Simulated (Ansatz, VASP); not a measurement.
Ca in VASP and in Ansatz

Contents of INCAR:

```
ALGO = Fast ; EDIFF = 1E-6
ENCUT = 520 ; GGA = PS
ISIF = 2 ; ISMEAR = 0
LASPH = T ; LCHARG = F
LREAL = F ; LWAVE = F
NBANDS = 11 ; NELM = 80
PREC = Accurate ; SIGMA = 0.15
```

The input KPOINTS:

```
k-points
0
Gamma
  16 16 16
```

Contents of POSCAR:

```
Ca
1.0
    0.0000000000      3.1365413478      2.2175347329
    3.1365413478      0.0000000000      2.2175347329
    3.1365413478      3.1365413478      0.0000000000
Ca
1
Direct
    0.0000000000      0.0000000000      0.0000000000
```

Input for Ansatz:

```yaml
crystal:
  lattice:
    - [0.0, 3.1365413478, 2.2175347329]
    - [3.1365413478, 0.0, 2.2175347329]
    - [3.1365413478, 3.1365413478, 0.0]
  atoms:
    - { symbol: Ca, position: [0.0, 0.0, 0.0] }
basis:
  ecutwfc: 420
kpoints:
  mp_grid: { grid: [16, 16, 16] }
hamiltonian:
  xc: pbesol
scf:
  occupations: { method: gaussian, width: 0.15 }
output:
  forces: true
  stress: true
  eigenvalues: true
```

Alike in both runs: task single point; functional PBEsol; k mesh 16 × 16 × 16; occupations gaussian, width 0.15 eV; no spin polarisation.

|  | VASP | Ansatz |
| --- | --- | --- |
| version | VASP 6.6.1 | Ansatz 0.2.0 |
| potentials or method | VASP PAW PBE potentials, release 64 (Ca_sv), cutoff 520 eV | scalar-relativistic, plane waves, PAW |
| valence electrons in the cell | 10 | 10 |

|  | VASP | Ansatz | Ansatz less VASP |
| --- | --- | --- | --- |
| gap on the k mesh at the Fermi level (eV) | none | none | - |
| pressure (GPa) | -1.2 | -1.2 | -0.01 |

VASP's potentials were made for PBE, not for PBEsol. A gap of «none» marks a metal or a gap that the smearing closes.
